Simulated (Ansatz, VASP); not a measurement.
# One calculation of Si3N4, two programs

```
CELL_PARAMETERS angstrom
7.66365 0.00000 0.00000
-3.83183 6.63692 0.00000
0.00000 0.00000 2.92642
ATOMIC_POSITIONS crystal
Si 0.17501 0.76891 0.25000
Si 0.23109 0.40610 0.25000
Si 0.59390 0.82499 0.25000
Si 0.82499 0.23109 0.75000
Si 0.76891 0.59390 0.75000
Si 0.40610 0.17501 0.75000
N 0.33333 0.66667 0.25000
N 0.66667 0.33333 0.75000
N 0.33000 0.03083 0.25000
N 0.96917 0.29917 0.25000
N 0.70083 0.67000 0.25000
N 0.67000 0.96917 0.75000
N 0.03083 0.70083 0.75000
N 0.29917 0.33000 0.75000
```

Alike in both runs: functional PBE; k mesh 6 × 6 × 8; no spin polarisation.

Ansatz relaxed the structure, and its values are those at the end. VASP's run is a single point on that final structure, the one shown.

|  | VASP | Ansatz |
| --- | --- | --- |
| version | VASP 6.6.1 | Ansatz 0.2.0 |
| potentials or method | VASP PAW PBE potentials, release 64 (Si, N) | scalar-relativistic, plane waves, PAW |
| plane-wave cutoff (eV) | 520 | 420 |
| occupations | gaussian, width 0.01 eV | fixed |
| valence electrons in the cell | 64 | 64 |

Ansatz gave:

* gap on the k mesh at the Fermi level (eV): 4.27
* least direct gap on the mesh (eV): 4.45
* pressure (GPa): 0.0

Q: Which values does VASP return?

A: gap on the k mesh at the Fermi level (eV): 4.26; least direct gap on the mesh (eV): 4.44; pressure (GPa): -0.3.
